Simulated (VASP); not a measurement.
Here is a VASP 6.6.1 calculation.

The input INCAR:

```
SYSTEM = ZnRe
  PREC = Accurate
  ENCUT = 520
  EDIFF = 1E-6
  ISMEAR = -1
  SIGMA = 0.05
  LREAL = .False.
  LASPH = .True.
  NELM = 100
  ALGO = Normal
  ISIF = 2
  LWAVE = .False.
  LCHARG = .False.
  GGA = PE
  NBANDS = 16
```

The input KPOINTS:

```
Automatic mesh
0
Gamma
  9 9 5
  0 0 0
```

File POSCAR:

```
ZnRe
1.0
    2.7482183437      0.0000000000      0.0000000000
   -1.3741091718      2.3800269008      0.0000000000
    0.0000000000      0.0000000000      4.5839473200
Re Zn
1 1
Direct
    0.3333333333      0.6666666667      0.5000000000
    0.0000000000      0.0000000000      0.0000000000
```

Potentials or basis: VASP PAW PBE potentials, release 64 (Re, Zn).

Run with:

```sh
$ cat potpaw_PBE.64/Re/POTCAR potpaw_PBE.64/Zn/POTCAR > POTCAR
$ mpirun -np 1 vasp_std > vasp.out
```

(1) Estimate the pressure.

Answers

(1) -4.9 GPa.
